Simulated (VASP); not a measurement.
Re:

```
Re
1.0
     2.76080    0.00000    0.00000
    -1.38040    2.39092    0.00000
     0.00000    0.00000    4.45820
Re
2
Cartesian
  0.0000 1.5939 1.1145
  1.3804 0.7970 3.3436
```

* Program: VASP 6.6.1
* Task: relaxation of cell and atoms
* Functional: PBE
* Potentials or basis: VASP PAW PBE potentials, release 64 (Re)
* Cutoff: 600 eV
* k mesh: 21 × 21 × 12
* Occupations: fermi-dirac, width 0.05 eV
* Spin: no spin polarisation

At the start: pressure 5.7 GPa; volume 14.71 Å³/atom.

Q: Where does the relaxation end?

A: Over 22 steps the energy falls by 3.8 meV/atom and the volume is 14.93 Å³/atom (+1.5 %); space group P6_3/mmc (No. 194, to 0.1 Å) before and after.

The path:
```csv
step,energy change (eV),largest force (eV/Å),pressure (GPa),volume (Å³)
1,0.0000,0.0000,5.70,29.43
2,0.1118,0.0000,-19.53,31.71
3,-0.0076,0.0000,-0.17,29.88
4,-0.0076,0.0000,-0.05,29.86
5,-0.0076,0.0000,0.05,29.85
6,-0.0076,0.0000,0.14,29.85
7,-0.0076,0.0000,0.13,29.85
8,-0.0076,0.0000,0.13,29.86
9,-0.0076,0.0000,-0.04,29.87
10,-0.0076,0.0000,-0.07,29.87
11,-0.0076,0.0000,0.00,29.86
12,-0.0076,0.0000,0.04,29.86
13,-0.0076,0.0000,0.02,29.86
14,-0.0076,0.0000,0.04,29.86
15,-0.0076,0.0000,0.06,29.86
16,-0.0076,0.0000,0.04,29.86
17,-0.0076,0.0000,0.01,29.87
18,-0.0076,0.0000,0.00,29.86
19,-0.0076,0.0000,0.01,29.86
20,-0.0076,0.0000,0.03,29.86
21,-0.0076,0.0000,0.02,29.86
22,-0.0076,0.0000,0.03,29.86
```

Final structure:
```yaml
crystal:
  lattice:
    - [2.77465, 0.00000, 0.00000]
    - [-1.38732, 2.40292, 0.00000]
    - [0.00000, 0.00000, 4.47912]
  atoms:
    - { symbol: Re, position: [0.33333, 0.66667, 0.25000] }
    - { symbol: Re, position: [0.66667, 0.33333, 0.75000] }
```
